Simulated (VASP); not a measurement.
# Al2Cu (I4/mcm) in VASP: further runs

The runs below take Al2Cu through single point, with PBEsol.

Program: VASP 6.6.1. These are calculated values, not measurements. Logs are shortened: lines on timing, memory, paths and dates and some standing lists are left out, and cuts for length are marked.

## 1. The cell of the first run

Symmetry: I4/mcm, No. 140, tetragonal system. The conventional cell has a = 5.693 Å, b = 5.693 Å, c = 4.586 Å, α = 90.00°, β = 90.00°, γ = 90.00°. Within 3.2 Å of Al (site symmetry m2m) lie 4 Cu at 2.43 Å and 11 Al at 2.57 to 3.03 Å. Within 3.0 Å of Cu (site symmetry 422) lie 2 Cu at 2.29 Å and 8 Al at 2.43 Å.

## 2. Single point, PBEsol

File INCAR:

```
ALGO     = Fast           # electronic algorithm
EDIFF    = 1E-6           # SCF threshold, eV
ENCUT    = 520            # plane-wave cutoff, eV
GGA      = PS             # functional
ISIF     = 2              # what is computed and relaxed
ISMEAR   = 0              # smearing method
LASPH    = T              # aspherical terms in the spheres
LCHARG   = T              # write CHGCAR
LELF     = T              # ELF
LREAL    = F              # projectors in reciprocal space
LVHAR    = T            
LWAVE    = F              # write WAVECAR
NBANDS   = 26             # bands
NELM     = 100            # most SCF steps
PREC     = Accurate       # precision mode
SIGMA    = 0.15           # smearing width, eV
```

File KPOINTS:

```
k-points
0
Gamma
  10 10 10
```

File POSCAR:

```
Al2Cu
1.0
   -2.8467000000      2.8467000000      2.2931000000
    2.8467000000     -2.8467000000      2.2931000000
    2.8467000000      2.8467000000     -2.2931000000
Al Cu
4 2
Direct
    0.1593210787      0.6593210787      0.8186421574
    0.6593210787      0.8406789213      0.5000000000
    0.8406789213      0.3406789213      0.1813578426
    0.3406789213      0.1593210787      0.5000000000
    0.7500000000      0.7500000000      0.0000000000
    0.2500000000      0.2500000000      0.0000000000
```

Potentials or basis: VASP PAW PBE potentials, release 64 (Al, Cu).

On the command line:

```
> cat potpaw_PBE.64/Al/POTCAR potpaw_PBE.64/Cu/POTCAR > POTCAR
> mpirun -np 1 vasp_std > vasp.out
```

OUTCAR:

```text
EDIFF = 1E-6
   ENCUT = 520
   GGA = PS
   ISIF = 2
   ISMEAR = 0
   LASPH = T
   LREAL = F
   NELM = 100
   PREC = Accurate

 ion  position               nearest neighbor table
   1  0.159  0.659  0.819-   5 2.43   6 2.43   5 2.43   6 2.43   3 2.57   3 2.72   3 2.72   4 2.92
                             2 2.92   2 2.92   4 2.92   4 3.03   2 3.03   2 3.03   4 3.03
   2  0.659  0.841  0.500-   6 2.43   6 2.43   5 2.43   5 2.43   4 2.57   4 2.72   4 2.72   3 2.92
                             1 2.92   1 2.92   3 2.92   1 3.03   3 3.03   1 3.03   3 3.03
   3  0.841  0.341  0.181-   5 2.43   6 2.43   5 2.43   6 2.43   1 2.57   1 2.72   1 2.72   2 2.92
                             4 2.92   4 2.92   2 2.92   4 3.03   2 3.03   4 3.03   2 3.03
   4  0.341  0.159  0.500-   5 2.43   5 2.43   6 2.43   6 2.43   2 2.57   2 2.72   2 2.72   3 2.92
                             1 2.92   1 2.92   3 2.92   1 3.03   3 3.03   3 3.03   1 3.03
   5  0.750  0.750  0.000-   6 2.29   6 2.29   4 2.43   4 2.43   2 2.43   2 2.43   1 2.43   3 2.43
                             3 2.43   1 2.43
   6  0.250  0.250  0.000-   5 2.29   5 2.29   2 2.43   2 2.43   4 2.43   4 2.43   3 2.43   1 2.43
                             1 2.43   3 2.43

  LATTYP: Found a body centered tetragonal cell.
 ALAT       =     5.6934000000
 C/A-ratio  =     0.8055292093

  Lattice vectors:

 A1 = (  -2.8467000000,   2.8467000000,   2.2931000000)
 A2 = (   2.8467000000,  -2.8467000000,   2.2931000000)
 A3 = (   2.8467000000,   2.8467000000,  -2.2931000000)

Analysis of symmetry for initial positions (statically):
=====================================================================
 Subroutine PRICEL returns:
 Original cell was already a primitive cell.

 Routine SETGRP: Setting up the symmetry group for a
 body centered tetragonal supercell.

 Subroutine GETGRP returns: Found 16 space group operations
 (whereof  8 operations were pure point group operations)
 out of a pool of 16 trial point group operations.

The static configuration has the point symmetry C_4h.
 The point group associated with its full space group is D_4h.

Analysis of symmetry for dynamics (positions and initial velocities):
=====================================================================
 Subroutine PRICEL returns:
 Original cell was already a primitive cell.

 Routine SETGRP: Setting up the symmetry group for a
 body centered tetragonal supercell.

 Subroutine GETGRP returns: Found 16 space group operations
 (whereof  8 operations were pure point group operations)
 out of a pool of 16 trial point group operations.

The dynamic configuration has the point symmetry C_4h.
 The point group associated with its full space group is D_4h.

[... 113 lines left out ...]
   ISYM   =      2    0-nonsym 1-usesym 2-fastsym
   POTIM  = 0.5000    time-step for ionic-motion
   TEBEG  =    0.0;   TEEND  =   0.0 temperature during run
   PSTRESS=    0.0 pullay stress
   NELECT =      34.0000    total number of electrons
   NUPDOWN=      -1.0000    fix difference up-down
   EMIN   =  10.00;   EMAX   =-10.00  energy-range for DOS
   EFERMI =   0.00;   METHOD = LEGACY
   ISMEAR =     0;   SIGMA  =   0.15  broadening in eV -4-tet -1-fermi 0-gaus
   EFERMI_NEDOS =   21; number of points for ismear=-14 and -15
   IALGO  =     68    algorithm
   IMIX   =      4    mixing-type and parameters
     AMIX     =   0.40;   BMIX     =  1.00
     AMIX_MAG =   1.60;   BMIX_MAG =  1.00
  volume/ion in A,a.u.               =      12.39        83.60
  Fermi-wavevector in a.u.,A,eV,Ry     =   1.261379  2.383661 21.647924  1.591078
  Thomas-Fermi vector in A             =   2.394841
   LORBIT       =      0    0 simple, 1 ext, 2 COOP (PROOUT), +10 PAW based schemes
   GGA     = PS    functional components
   LHFCALC =     F    Hartree Fock is set to
   AEXX    =    0.0000 exact exchange contribution
   IVDW    =     0    specifies the selected vdW correction
   LEPSILON=     F    determine dielectric tensor
   LRPA    =     F    only Hartree local field effects (RPA)
 non-spin polarized calculation
 RMM-DIIS sequential band-by-band and
 Gauss-broadening in eV      SIGMA  =   0.15
  energy-cutoff  :      520.00
  volume of cell :       74.33
 maximum number of plane-waves:      2023
   NGX = 17   NGY = 17   NGZ = 17

 number of electron      33.9999986 magnetization

 Free energy of the ion-electron system (eV)
  ---------------------------------------------------
  ext. energy  EPLUGINS =         0.00000000
  ---------------------------------------------------
  free energy    TOTEN  =       -25.20225248 eV

  energy without entropy =      -25.18433884  energy(sigma->0) =      -25.19329566

 E-fermi :  10.1291     XC(G=0): -11.7555

 val. band max:       10.1163418586   @ k =  -0.4000   0.3000  -0.0000
 cond. band min:      10.1545435681   @ k =  -0.2000   0.4000   0.1000
 fundamental gap:      0.0382017095
 Fermi energy:        10.1290658770

 k-point     1 :       0.0000    0.0000    0.0000
  band No.  band energies     occupation
      1      -2.0488      2.00000
      2       3.8212      2.00000
      3       3.9452      2.00000
      4       3.9463      2.00000
      5       3.9463      2.00000
      6       5.0755      2.00000
[... 685 lines left out ...]
     25      17.9675      0.00000
     26      18.0506      0.00000

 [... further k-points ...]

------------------------ aborting loop because EDIFF is reached ----------------------------------------

  FORCE on cell =-STRESS in cart. coord.  units (eV):
  Direction    XX          YY          ZZ          XY          YZ          ZX
  --------------------------------------------------------------------------------------
  -------------------------------------------------------------------------------------
  Total       11.1137925     11.1137925     11.2701213      0.0000000     -0.0000000      0.0000000
  in kB      239.5556833    239.5556833    242.9253208      0.0000000     -0.0000000      0.0000000
  external PRESSURE =     240.6788958 kB  Pullay stress =       0.0000000 kB

 VOLUME and BASIS-vectors are now :
 -----------------------------------------------------------------------------
  energy-cutoff  :      520.00
  volume of cell :       74.33
      direct lattice vectors                 reciprocal lattice vectors
    -2.846700000  2.846700000  2.293100000     0.000000000  0.175641971  0.218045441
     2.846700000 -2.846700000  2.293100000     0.175641971  0.000000000  0.218045441
     2.846700000  2.846700000 -2.293100000     0.175641971  0.175641971  0.000000000

 POSITION                                       TOTAL-FORCE (eV/Angst)
 -----------------------------------------------------------------------------------
      3.75378      0.90708      0.00000        -0.113495     -0.113495      0.000000
      1.93962      0.90708      2.29310         0.113495     -0.113495     -0.000000
     -0.90708      1.93962      2.29310         0.113495      0.113495     -0.000000
      0.90708      1.93962      0.00000        -0.113495      0.113495      0.000000
      0.00000      0.00000      3.43965        -0.000000     -0.000000      0.000000
      0.00000      0.00000      1.14655         0.000000     -0.000000      0.000000
 -----------------------------------------------------------------------------------
    total drift:                                0.000000      0.000000      0.000000

  FREE ENERGIE OF THE ION-ELECTRON SYSTEM (eV)
  ---------------------------------------------------
  free  energy   TOTEN  =       -25.2022524847 eV

  energy  without entropy=      -25.1843388418  energy(sigma->0) =      -25.19329566
```

It took 1.9 min on 1 thread of Intel Xeon 6975P-C (Granite Rapids), shared host; peak memory 0.31 GiB.

What came out:

* Free energy: -25.2023 eV
* Pressure: 24.1 GPa
* Largest force: 0.161 eV/Å
* Band gap on the k mesh: zero (band 17 reaches 12.98 eV, above the bottom of band 18 at 8.09 eV)

Forces in eV/Å, atoms in the order of the input:
```
Al  -0.113 -0.113  0.000
Al   0.113 -0.113  0.000
Al   0.113  0.113  0.000
Al  -0.113  0.113  0.000
Cu   0.000  0.000  0.000
Cu   0.000  0.000  0.000
```

Stress tensor (GPa, compression positive):
```
23.96  0.00  0.00
 0.00 23.96  0.00
 0.00  0.00 24.29
```

Caveat: the PAW data sets were made with another functional, which shifts forces and pressure a little.

(Continued in part 2 of 3.)
